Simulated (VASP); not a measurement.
Crystal: BiTe.

```xyz
4
Lattice="5.5229 0.0000 0.0000 -2.7615 4.7830 0.0000 0.0000 0.0000 6.4611" Properties=species:S:1:pos:R:3 pbc="T T T"
Bi    0.0000    3.1887    1.6153
Bi    2.7615    1.5943    4.8458
Te    0.0000    3.1887    4.8458
Te    2.7615    1.5943    1.6153
```

The cell was generated, and may not be a known phase.

* Program: VASP 6.6.1
* Task: relaxation of cell and atoms
* Functional: PBE
* Potentials or basis: VASP PAW PBE potentials, release 64 (Bi_d, Te)
* Cutoff: 500 eV
* k mesh: 12 × 12 × 8
* Occupations: gaussian, width 0.1 eV
* Spin: no spin polarisation

At the start: pressure -0.3 GPa; volume 42.67 Å³/atom.

How do energy, volume and symmetry change on relaxing?

Over 5 steps the energy falls by 2.4 meV/atom and the volume is 42.20 Å³/atom (-1.1 %); space group P6_3/mmc (No. 194, to 0.1 Å) before and after.

Step by step:
| step | energy change (eV) | largest force (eV/Å) | pressure (GPa) | volume (Å³) |
| --- | --- | --- | --- | --- |
| 1 | 0.0000 | 0.0000 | -0.26 | 170.68 |
| 2 | -0.0081 | 0.0000 | 0.02 | 168.95 |
| 3 | -0.0090 | 0.0000 | 0.14 | 168.24 |
| 4 | -0.0093 | 0.0000 | -0.03 | 169.05 |
| 5 | -0.0094 | 0.0000 | 0.01 | 168.81 |

Final structure:
```cif
data_structure
_symmetry_space_group_name_H-M 'P 1'
_symmetry_Int_Tables_number 1
_cell_length_a 5.4659
_cell_length_b 5.4659
_cell_length_c 6.5247
_cell_angle_alpha 90.000
_cell_angle_beta 90.000
_cell_angle_gamma 120.000
_cell_volume 168.81
loop_
_atom_site_label
_atom_site_type_symbol
_atom_site_fract_x
_atom_site_fract_y
_atom_site_fract_z
_atom_site_occupancy
Bi1 Bi 0.33333 0.66667 0.25000 1
Bi2 Bi 0.66667 0.33333 0.75000 1
Te1 Te 0.33333 0.66667 0.75000 1
Te2 Te 0.66667 0.33333 0.25000 1
```
